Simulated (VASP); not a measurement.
Input of a VASP 6.6.1 run:

The input INCAR:

```
PREC = Accurate
ENCUT = 520
EDIFF = 1E-6
ISMEAR = 0
SIGMA = 0.05
LREAL = False
LASPH = True
NELM = 80
ALGO = Normal
ISIF = 2
LWAVE = False
LCHARG = False
GGA = PE
NBANDS = 16
```

KPOINTS

```
regular mesh
0
Gamma
  9 9 6
```

The input POSCAR:

```
AlN
1.0
    3.2238000000      0.0000000000      0.0000000000
   -1.6119000000      2.7918926967      0.0000000000
    0.0000000000      0.0000000000      4.8163000000
Al N
2 2
Direct
    0.3333333333      0.6666666667     -0.0054343900
    0.6666666667      0.3333333333      0.4945656100
    0.3333333333      0.6666666667      0.3904343900
    0.6666666667      0.3333333333      0.8904343900
```

Potentials or basis: VASP PAW PBE potentials, release 64 (Al, N).

Command:

```bash
$ cat potpaw_PBE.64/Al/POTCAR potpaw_PBE.64/N/POTCAR > POTCAR
$ mpirun -np 1 vasp_std > vasp.out
```

Question: What does it give for the pressure?

Answer: -4.7 GPa.

Question: What does it give for the band gap on the k mesh?

Answer: 3.49 eV, direct.

Stress tensor (GPa, compression positive):
```
-9.91  0.00  0.00
 0.00 -9.91  0.00
 0.00  0.00  5.76
```

A hybrid or GW would open this gap; PBE tends to underestimate it.
